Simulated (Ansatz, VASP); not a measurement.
## SbSe5: VASP beside Ansatz

```xyz
6
Lattice="3.8358 2.2146 5.9092 -3.8358 2.2146 5.9092 0.0000 -4.4292 5.9092" Properties=species:S:1:pos:R:3 pbc="T T T"
Sb    0.0000    0.0000    3.7234
Se    1.8461   -1.0659   14.1944
Se    0.0000    2.1317   14.1944
Se   -1.8461   -1.0659   14.1944
Se    0.0000    0.0000    0.9104
Se    0.0000    0.0000   15.6469
```

Alike in both runs: functional PBE; k mesh 3 × 3 × 3; occupations gaussian, width 0.2 eV; no spin polarisation.

Ansatz relaxed the structure, and its values are those at the end. VASP's run is a single point on that final structure, the one shown.

```csv
,VASP,Ansatz
version,VASP 6.6.1,Ansatz 0.2.0
potentials or method,"VASP PAW PBE potentials, release 64 (Sb, Se), cutoff 520 eV","scalar-relativistic, plane waves, PAW"
valence electrons in the cell,35,95
```

Ansatz gave:

- gap on the k mesh at the Fermi level (eV): none
- pressure (GPa): 0.0
- rms of the force components (eV/Å): 0.030

Q: Which values does VASP return?

A: gap on the k mesh at the Fermi level (eV): none; pressure (GPa): 0.0; rms of the force components (eV/Å): 0.029.

A gap of «none» marks a metal or a gap that the smearing closes. With one functional, cell and mesh, what is left measures potentials, basis and numerics. VASP's potentials hold 35 valence electrons a cell and Ansatz's 95, so a difference there can come from the potentials and not from the codes.

Neither program's run includes spin-orbit coupling.
